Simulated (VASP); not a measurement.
HfB2: single point with PBE

Crystal: HfB2.

```
Hf B
1.0
     3.22159    0.00000    0.00000
    -1.61080    2.78998    0.00000
     0.00000    0.00000    3.57043
Hf B
1 2
Direct
  0.00000 0.00000 0.00000
  0.33333 0.66667 0.50000
  0.66667 0.33333 0.50000
```

```
Program                : VASP 6.6.1
Task                   : single point
Functional             : PBE
Potentials or basis    : VASP PAW PBE potentials, release 64 (Hf_pv, B)
Cutoff                 : 520 eV
k mesh                 : 11 × 11 × 8
Occupations            : fermi-dirac, width 0.05 eV
Spin                   : no spin polarisation
Dipole correction      : no
Further INCAR settings : ALGO = Normal; EDIFF = 1e-06; NBANDS = 15
```

```
Pressure               : -16.1 GPa
Band gap on the k mesh : zero (band 8 reaches 7.62 eV, above the bottom of band 9 at 6.62 eV)
```

Stress tensor (GPa, compression positive):
```
-16.91   0.00   0.00
  0.00 -16.91   0.00
  0.00   0.00 -14.49
```

Levels at points of the mesh, in eV from the Fermi level:
| k point | band 5 | band 6 | band 7 | band 8 | band 9 | band 10 | band 11 | band 12 |
| --- | --- | --- | --- | --- | --- | --- | --- | --- |
| (0.00, 0.00, 0.00) | -2.71 | -2.68 | -2.64 | -2.64 | 3.75 | 3.75 | 4.36 | 4.36 |
| (0.00, 0.00, 0.50) | -7.96 | -1.06 | -1.06 | 0.40 | 0.40 | 1.04 | 1.04 | 2.13 |

It took 14 s on 1 thread of Intel(R) Xeon(R) 6975P-C (Granite Rapids) (shared host), peak memory 0.17 GiB.

Caveat: spin-orbit coupling is left out, which moves the levels of the heavy elements.
